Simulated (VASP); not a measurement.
Wanted: the native input for a VASP 6.6.1 run.

* Task: single point
* Functional: r2SCAN
* Potentials or basis: VASP PAW PBE potentials, release 64 (B, N)
* Cutoff: 520 eV
* k mesh: 12 × 12 × 6
* Occupations: gaussian, width 0.05 eV
* Spin: no spin polarisation
* Dipole correction: no
* Further INCAR settings: ALGO = Normal; EDIFF = 1e-06; NBANDS = 16

BN:

```
CELL_PARAMETERS angstrom
2.34962 0.00000 0.00000
-1.17481 2.03483 0.00000
0.00000 0.00000 3.88871
ATOMIC_POSITIONS crystal
B 0.66667 0.33333 0.99972
B 0.33333 0.66667 0.49972
N 0.66667 0.33333 0.62528
N 0.33333 0.66667 0.12528
```

This cell differs from its parent crystal: strain -0.080 along x and y, -0.080 along z.

These files were run (other wordings do the same):

POSCAR

```
BN
1.0
    2.3496244336      0.0000000000      0.0000000000
   -1.1748122168      2.0348344488      0.0000000000
    0.0000000000      0.0000000000      3.8887066000
B N
2 2
Direct
    0.6666666667      0.3333333333      0.9997240000
    0.3333333333      0.6666666667      0.4997240000
    0.6666666667      0.3333333333      0.6252760000
    0.3333333333      0.6666666667      0.1252760000
```

INCAR.step1

```
SYSTEM = BN
  PREC = Accurate
  ENCUT = 520
  ISMEAR = 0
  SIGMA = 0.05
  LREAL = .FALSE.
  LASPH = .TRUE.
  NELM = 80
  NBANDS = 16
  GGA = PE
  ALGO = Normal
  EDIFF = 1E-4
  LWAVE = .TRUE.
  LCHARG = .FALSE.
```

INCAR.step2

```
SYSTEM = BN
  PREC = Accurate
  ENCUT = 520
  EDIFF = 1E-6
  ISMEAR = 0
  SIGMA = 0.05
  LREAL = .FALSE.
  LASPH = .TRUE.
  NELM = 80
  ALGO = Normal
  ISIF = 2
  LWAVE = .FALSE.
  LCHARG = .FALSE.
  METAGGA = R2SCAN
  LMIXTAU = .TRUE.
  NBANDS = 16
  ISTART = 1
```

KPOINTS

```
Automatic mesh
0
G
  12 12 6
  0 0 0
```

Potentials or basis: VASP PAW PBE potentials, release 64 (B, N).

Command:

```bash
$ cat potpaw_PBE.64/B/POTCAR potpaw_PBE.64/N/POTCAR > POTCAR
$ cp INCAR.step1 INCAR
$ mpirun -np 1 vasp_std > vasp.out
$ cp INCAR.step2 INCAR
$ mpirun -np 1 vasp_std > vasp.out
```

It gave:

```yaml
Pressure: 145.0 GPa
Largest_force: 0.221 eV/Å
Band_gap_on_the_k_mesh: 5.21 eV (least direct gap 10.06 eV)
```

Caveat: the cell differs from its parent crystal (strain -0.080 along x and y, -0.080 along z); the cell stands under pressure; the PAW data sets were made with another functional, which shifts forces and pressure a little.

Run time: 80 s on 1 thread of Intel Xeon 8259CL (shared host), peak memory 0.14 GiB.
